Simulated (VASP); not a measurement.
Write the native input for VASP 6.6.1 that does the following.

- Task: single point
- Functional: r2SCAN
- Potentials or basis: VASP PAW PBE potentials, release 64 (W_sv)
- Cutoff: 520 eV
- k mesh: 16 × 16 × 16
- Occupations: gaussian, width 0.1 eV
- Spin: no spin polarisation
- Dipole correction: no
- Further INCAR settings: ALGO = Normal; EDIFF = 1e-06; NBANDS = 21

The system is W.

```
W
1.0
     3.23177    0.00000    0.00000
     0.00000    3.23177    0.00000
     0.00000    0.00000    3.23177
W
2
Direct
  0.00000 0.00000 0.00000
  0.50000 0.50000 0.50000
```

This cell differs from its parent crystal: equal strain along all axes, cell held: +2.0 %.

These files were run (other wordings do the same):

POSCAR

```
W
1.0
    3.2317690916      0.0000000000      0.0000000000
    0.0000000000      3.2317690916      0.0000000000
    0.0000000000      0.0000000000      3.2317690916
W
2
Direct
    0.0000000000      0.0000000000      0.0000000000
    0.5000000000      0.5000000000      0.5000000000
```

INCAR.step1

```
SYSTEM = W
  PREC = Accurate
  ENCUT = 520
  ISMEAR = 0
  SIGMA = 0.1
  LREAL = .False.
  LASPH = .True.
  NELM = 100
  NBANDS = 21
  GGA = PE
  ALGO = Normal
  EDIFF = 1E-4
  LWAVE = .True.
  LCHARG = .False.
```

INCAR.step2

```
SYSTEM = W
  PREC = Accurate
  ENCUT = 520
  EDIFF = 1E-6
  ISMEAR = 0
  SIGMA = 0.1
  LREAL = .False.
  LASPH = .True.
  NELM = 100
  ALGO = Normal
  ISIF = 2
  LWAVE = .False.
  LCHARG = .True.
  METAGGA = R2SCAN
  LMIXTAU = .True.
  LELF = .True.
  LVHAR = .True.
  NBANDS = 21
  ISTART = 1
```

KPOINTS

```
Automatic mesh
0
Gamma
  16 16 16
  0 0 0
```

Potentials or basis: VASP PAW PBE potentials, release 64 (W_sv).

Command:

```sh
$ cat potpaw_PBE.64/W_sv/POTCAR > POTCAR
$ cp INCAR.step1 INCAR
$ mpirun -np 1 vasp_std > vasp.out
$ cp INCAR.step2 INCAR
$ mpirun -np 1 vasp_std > vasp.out
```

Results of the run:

| Quantity | Value |
| --- | --- |
| Pressure | -15.6 GPa |
| Band gap on the k mesh | zero (bands 14 and 15 overlap by 0.89 eV) |

Caveat: the cell differs from its parent crystal (equal strain along all axes, cell held: +2.0 %); the cell stands under tension; the PAW data sets were made with another functional, which shifts forces and pressure a little; spin-orbit coupling is left out, which moves the levels of the heavy elements.

Wall time 94 s on 1 thread of Intel(R) Xeon(R) Platinum 8559C (Emerald Rapids), with other jobs on the host, peak memory 0.21 GiB.
